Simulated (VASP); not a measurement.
Write the native input for VASP 6.6.1 that does the following.

| Quantity | Value |
| --- | --- |
| Task | single point |
| Functional | LDA |
| Potentials or basis | VASP PAW LDA potentials, release 64 (Ti_sv, Si) |
| Cutoff | 520 eV |
| k mesh | 6 × 6 × 6 |
| Occupations | methfessel-paxton, width 0.1 eV |
| Spin | no spin polarisation |
| Dipole correction | no |
| Further INCAR settings | ALGO = Normal; EDIFF = 1e-07; NBANDS = 28 |

The structure of Ti3Si lies in POSCAR:

```
Ti3Si
1.0
    0.0000000000      3.1857338504      3.1857338504
    3.1857338504      0.0000000000      3.1857338504
    3.1857338504      3.1857338504      0.0000000000
Ti Si
3 1
Direct
    0.7500000000      0.7500000000      0.7500000000
    0.2500000000      0.2500000000      0.2500000000
    0.0000000000      0.0000000000      0.0000000000
    0.5000000000      0.5000000000      0.5000000000
```

One way to write it, as run:

INCAR

```
  PREC = Accurate
  ENCUT = 520
  EDIFF = 1E-7
  ISMEAR = 1
  SIGMA = 0.1
  LREAL = False
  LASPH = True
  NELM = 60
  ALGO = Normal
  ISIF = 2
  LWAVE = False
  LCHARG = False
  NBANDS = 28
```

KPOINTS

```
regular mesh
0
Gamma
  6 6 6
```

Potentials or basis: VASP PAW LDA potentials, release 64 (Ti_sv, Si).

The run is started by

```bash
$ cat potpaw_LDA.64/Ti_sv/POTCAR potpaw_LDA.64/Si/POTCAR > POTCAR
$ mpirun -np 1 vasp_std > vasp.out
```

It gave:

The pressure is -13.2 GPa and the band gap on the k mesh is zero (band 20 reaches 8.78 eV, above the bottom of band 21 at 8.45 eV).

Run time: 20 s on 1 thread of Intel(R) Xeon(R) Platinum 8559C (Emerald Rapids) (shared host), peak memory 0.17 GiB.
